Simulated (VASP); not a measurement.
# Rb (Im-3m) in VASP: single point with PBEsol

Aim: the single point of Rb with PBEsol.

Everything below comes from runs of VASP 6.6.1. Logs are shortened: lines on timing, memory, paths and dates and some standing lists are left out, and cuts for length are marked.

**1. The cell of the first run**

Symmetry: Im-3m, No. 229, cubic system. The conventional cell has a = 5.590 Å, b = 5.590 Å, c = 5.590 Å, α = 90.00°, β = 90.00°, γ = 90.00°.

**2. Single point, PBEsol**

The input, POSCAR:

```
Rb
1.0
   -2.7950000000      2.7950000000      2.7950000000
    2.7950000000     -2.7950000000      2.7950000000
    2.7950000000      2.7950000000     -2.7950000000
Rb
1
Direct
    0.0000000000      0.0000000000      0.0000000000
```

The input, INCAR.step1:

```
PREC = Accurate
ENCUT = 520
EDIFF = 1E-6
ISMEAR = 0
SIGMA = 0.05
LREAL = F
LASPH = T
NELM = 80
ALGO = Normal
ISIF = 2
LWAVE = F
LCHARG = T
GGA = PS
NBANDS = 10
```

The input, KPOINTS.step1:

```
Automatic mesh
0
Gamma
  10 10 10
```

The input, INCAR.step2:

```
PREC = Accurate
ENCUT = 520
EDIFF = 1E-6
ISMEAR = -5
SIGMA = 0.05
LREAL = F
LASPH = T
NELM = 80
ALGO = Normal
ISIF = 2
LWAVE = F
LCHARG = F
GGA = PS
LORBIT = 10
NBANDS = 10
NEDOS = 2001
ICHARG = 11
```

The input, KPOINTS.step2:

```
Automatic mesh
0
Gamma
  15 15 15
```

Potentials or basis: VASP PAW PBE potentials, release 64 (Rb_sv).

Started as:

```sh
cat potpaw_PBE.64/Rb_sv/POTCAR > POTCAR
cp INCAR.step1 INCAR
cp KPOINTS.step1 KPOINTS
mpirun -np 1 vasp_std > vasp.out
cp INCAR.step2 INCAR
cp KPOINTS.step2 KPOINTS
mpirun -np 1 vasp_std > vasp.out
```

OUTCAR:

```text
PREC = Accurate
   ENCUT = 520
   EDIFF = 1E-6
   ISMEAR = -5
   LREAL = F
   LASPH = T
   NELM = 80
   ISIF = 2
   GGA = PS
   LORBIT = 10
   ICHARG = 11

 ion  position               nearest neighbor table
   1  0.000  0.000  0.000-

  LATTYP: Found a body centered cubic cell.
 ALAT       =     5.5900000000

  Lattice vectors:

 A1 = (  -2.7950000000,   2.7950000000,   2.7950000000)
 A2 = (   2.7950000000,  -2.7950000000,   2.7950000000)
 A3 = (   2.7950000000,   2.7950000000,  -2.7950000000)

Analysis of symmetry for initial positions (statically):
=====================================================================
 Subroutine PRICEL returns:
 Original cell was already a primitive cell.

 Routine SETGRP: Setting up the symmetry group for a
 body centered cubic supercell.

 Subroutine GETGRP returns: Found 48 space group operations
 (whereof 48 operations were pure point group operations)
 out of a pool of 48 trial point group operations.

The static configuration has the point symmetry O_h .

Analysis of symmetry for dynamics (positions and initial velocities):
=====================================================================
 Subroutine PRICEL returns:
 Original cell was already a primitive cell.

 Routine SETGRP: Setting up the symmetry group for a
 body centered cubic supercell.

 Subroutine GETGRP returns: Found 48 space group operations
 (whereof 48 operations were pure point group operations)
 out of a pool of 48 trial point group operations.

The dynamic configuration has the point symmetry O_h .

 Subroutine INISYM returns: Found 48 space group operations
 (whereof 48 operations are pure point group operations),
 and found     1 'primitive' translations

----------------------------------------------------------------------------------------

                                     Primitive cell

  volume of cell :      87.3384

  direct lattice vectors                    reciprocal lattice vectors
    -2.795000000  2.795000000  2.795000000     0.000000000  0.178890877  0.178890877
     2.795000000 -2.795000000  2.795000000     0.178890877  0.000000000  0.178890877
     2.795000000  2.795000000 -2.795000000     0.178890877  0.178890877  0.000000000

  length of vectors
     4.841082007  4.841082007  4.841082007     0.252989904  0.252989904  0.252989904

  position of ions in fractional coordinates (direct lattice)
     0.000000000  0.000000000  0.000000000

  ion indices of the primitive-cell ions
   primitive index   ion index
                 1           1

----------------------------------------------------------------------------------------

 KPOINTS: Automatic mesh

Automatic generation of k-mesh.
 Grid dimensions read from file:
 generate k-points for:   15   15   15

 Generating k-lattice:

  Cartesian coordinates                     Fractional coordinates (reciprocal lattice)
     0.000000000  0.011926058  0.011926058     0.066666667  0.000000000  0.000000000
     0.011926058  0.000000000  0.011926058     0.000000000  0.066666667  0.000000000
     0.011926058  0.011926058  0.000000000     0.000000000  0.000000000  0.066666667

  Length of vectors
     0.016865994  0.016865994  0.016865994

  Shift w.r.t. Gamma in fractional coordinates (k-lattice)
     0.000000000  0.000000000  0.000000000

 TETIRR: Found   3891 inequivalent tetrahedra from    20250

 Subroutine IBZKPT returns following result:
 ===========================================

 Found    120 irreducible k-points:

 Following reciprocal coordinates:
            Coordinates               Weight
  0.000000  0.000000  0.000000      1.000000
  0.066667  0.000000  0.000000     12.000000
  0.133333  0.000000  0.000000     12.000000
  0.200000  0.000000  0.000000     12.000000
  0.266667  0.000000  0.000000     12.000000
  0.333333  0.000000  0.000000     12.000000
[... 16 lines left out ...]
  0.333333  0.200000 -0.000000     48.000000
  0.400000  0.200000  0.000000     24.000000
 [... further k-points ...]
   k-points           NKPTS =    120   k-points in BZ     NKDIM =    120   number of bands    NBANDS=     10
   number of dos      NEDOS =   2001   number of ions     NIONS =      1
   total plane-waves  NPLWV =  46656
   dimension x,y,z NGX =    36 NGY =   36 NGZ =   36
   dimension x,y,z NGXF=    72 NGYF=   72 NGZF=   72
   ions per type =               1
   NGX,Y,Z   is equivalent  to a cutoff of  12.36, 12.36, 12.36 a.u.
   NGXF,Y,Z  is equivalent  to a cutoff of  24.73, 24.73, 24.73 a.u.
 SYSTEM =  unknown system
   PREC   = accura    normal or accurate (medium, high low for compatibility)
   ISTART =      0    job   : 0-new  1-cont  2-samecut
   ICHARG =     11    charge: 1-file 2-atom 10-const
   ISPIN  =      1    spin polarized calculation?
   LNONCOLLINEAR =      F non collinear calculations
   LSORBIT =      F    spin-orbit coupling
   LASPH  =      T    aspherical Exc in radial PAW
   ENCUT  =  520.0 eV  38.22 Ry    6.18 a.u.   9.00  9.00  9.00*2*pi/ulx,y,z
   NELM   =     80;   NELMIN=  2; NELMDL=  0     # of ELM steps
   EDIFF  = 0.1E-05   stopping-criterion for ELM
   LREAL  =      F    real-space projection
   EDIFFG = 0.1E-04   stopping-criterion for IOM
   NSW    =      0    number of steps for IOM
   IBRION =     -1    ionic relax: 0-MD 1-quasi-New 2-CG
   NFREE  =      0    steps in history (QN), initial steepest desc. (CG)
   ISIF   =      2    stress and relaxation
   ISYM   =      2    0-nonsym 1-usesym 2-fastsym
   POTIM  = 0.5000    time-step for ionic-motion
   TEBEG  =    0.0;   TEEND  =   0.0 temperature during run
   PSTRESS=    0.0 pullay stress
   NELECT =       9.0000    total number of electrons
   NUPDOWN=      -1.0000    fix difference up-down
   EMIN   =  10.00;   EMAX   =-10.00  energy-range for DOS
   EFERMI =   0.00;   METHOD = LEGACY
   ISMEAR =    -5;   SIGMA  =   0.05  broadening in eV -4-tet -1-fermi 0-gaus
   EFERMI_NEDOS =   21; number of points for ismear=-14 and -15
   IALGO  =     38    algorithm
   IMIX   =      4    mixing-type and parameters
     AMIX     =   0.40;   BMIX     =  1.00
     AMIX_MAG =   1.60;   BMIX_MAG =  1.00
  volume/ion in A,a.u.               =      87.34       589.39
  Fermi-wavevector in a.u.,A,eV,Ry     =   0.767516  1.450394  8.014922  0.589080
  Thomas-Fermi vector in A             =   1.868089
   LORBIT       =     10    0 simple, 1 ext, 2 COOP (PROOUT), +10 PAW based schemes
   GGA     = PS    functional components
   LHFCALC =     F    Hartree Fock is set to
   AEXX    =    0.0000 exact exchange contribution
   IVDW    =     0    specifies the selected vdW correction
   LEPSILON=     F    determine dielectric tensor
   LRPA    =     F    only Hartree local field effects (RPA)
 non-spin polarized calculation
 Fermi weights with tetrahedron method with Bloechl corrections
  energy-cutoff  :      520.00
  volume of cell :       87.34
 maximum number of plane-waves:      2386

 number of electron       9.0000000 magnetization

 Free energy of the ion-electron system (eV)
  ---------------------------------------------------
  ext. energy  EPLUGINS =         0.00000000
  ---------------------------------------------------
  free energy    TOTEN  =        -1.02437735 eV

  energy without entropy =       -1.02437735  energy(sigma->0) =       -1.02437735

 E-fermi :   0.0541     XC(G=0):  -5.6242

 val. band max:       -0.0018574357   @ k =  -0.3333   0.4667   0.0667
 cond. band min:       0.0468635949   @ k =  -0.3333   0.4000   0.2000
 fundamental gap:      0.0487210306
 Fermi energy:         0.0540720592

 k-point     1 :       0.0000    0.0000    0.0000
  band No.  band energies     occupation
      1     -28.7973      2.00000
      2     -12.8399      2.00000
      3     -12.8399      2.00000
      4     -12.8399      2.00000
      5      -1.9933      2.00000
      6       3.7553      0.00000
      7       3.7553      0.00000
      8       3.7553      0.00000
      9       4.7308      0.00000
     10       4.7308      0.00000

 k-point     2 :       0.0667    0.0000    0.0000
  band No.  band energies     occupation
      1     -28.7971      2.00000
      2     -12.8449      2.00000
      3     -12.8415      2.00000
      4     -12.8399      2.00000
      5      -1.9386      2.00000
      6       3.6762      0.00000
      7       3.6784      0.00000
      8       3.8063      0.00000
      9       4.5933      0.00000
     10       4.7081      0.00000

 k-point     3 :       0.1333    0.0000    0.0000
  band No.  band energies     occupation
      1     -28.7964      2.00000
      2     -12.8588      2.00000
      3     -12.8461      2.00000
      4     -12.8399      2.00000
      5      -1.7768      2.00000
      6       3.3815      0.00000
      7       3.4808      0.00000
      8       3.9581      0.00000
      9       4.4595      0.00000
     10       4.6622      0.00000

 k-point     4 :       0.2000    0.0000    0.0000
  band No.  band energies     occupation
      1     -28.7955      2.00000
      2     -12.8791      2.00000
      3     -12.8527      2.00000
      4     -12.8399      2.00000
      5      -1.5148      2.00000
      6       2.9099      0.00000
      7       3.2436      0.00000
      8       4.2075      0.00000
      9       4.4855      0.00000
     10       4.6354      0.00000
[... 222 lines left out ...]
 k-point    22 :       0.2667    0.2000    0.0000
  band No.  band energies     occupation
      1     -28.7924      2.00000
      2     -12.9300      2.00000
      3     -12.8802      2.00000
      4     -12.8500      2.00000
      5      -0.2014      1.97763
      6       1.7133      0.00000
      7       2.2642      0.00000
      8       4.3543      0.00000
      9       4.6238      0.00000
     10       5.3773      0.00000

 k-point    23 :       0.3333    0.2000   -0.0000
  band No.  band energies     occupation
      1     -28.7919      2.00000
      2     -12.9356      2.00000
      3     -12.8884      2.00000
      4     -12.8506      2.00000
      5       0.2734      0.05217
      6       1.2972      0.00000
      7       2.1308      0.00000
      8       4.1601      0.00000
      9       4.8421      0.00000
     10       5.3615      0.00000

 k-point    24 :       0.4000    0.2000    0.0000
  band No.  band energies     occupation
      1     -28.7917      2.00000
      2     -12.9374      2.00000
      3     -12.8915      2.00000
      4     -12.8508      2.00000
      5       0.6443     -0.00642
      6       0.9469      0.00000
      7       2.0865      0.00000
      8       4.0798      0.00000
      9       5.0514      0.00000
     10       5.2017      0.00000

 [... further k-points ...]
[... 5 lines left out ...]
  --------------------------------------------------------------------------------------
  -------------------------------------------------------------------------------------
  Total       -0.0198012     -0.0198012     -0.0198012      0.0000000     -0.0000000      0.0000000
  in kB       -0.3632429     -0.3632429     -0.3632429      0.0000000     -0.0000000      0.0000000
  external PRESSURE =      -0.3632429 kB  Pullay stress =       0.0000000 kB

 VOLUME and BASIS-vectors are now :
 -----------------------------------------------------------------------------
  energy-cutoff  :      520.00
  volume of cell :       87.34
      direct lattice vectors                 reciprocal lattice vectors
    -2.795000000  2.795000000  2.795000000     0.000000000  0.178890877  0.178890877
     2.795000000 -2.795000000  2.795000000     0.178890877  0.000000000  0.178890877
     2.795000000  2.795000000 -2.795000000     0.178890877  0.178890877  0.000000000

 POSITION                                       TOTAL-FORCE (eV/Angst)
 -----------------------------------------------------------------------------------
      0.00000      0.00000      0.00000         0.000000      0.000000      0.000000
 -----------------------------------------------------------------------------------
    total drift:                                0.000000     -0.000000     -0.000000

  FREE ENERGIE OF THE ION-ELECTRON SYSTEM (eV)
  ---------------------------------------------------
  free  energy   TOTEN  =        -1.0243773497 eV

  energy  without entropy=       -1.0243773497  energy(sigma->0) =       -1.02437735

 total charge

# of ion       s       p       d       tot
------------------------------------------
    1        1.963   5.323   0.005   7.292
```

Wall time 2.2 min (1 thread of AMD EPYC 7R43 (Zen 3), shared host); peak memory 0.21 GiB.

What came out:

```
Valence electrons inside the program's atomic spheres : Rb 7.29
```

Caveat: the PAW data sets were made with another functional, which shifts forces and pressure a little; tetrahedron occupations give inexact forces and stress in metals.
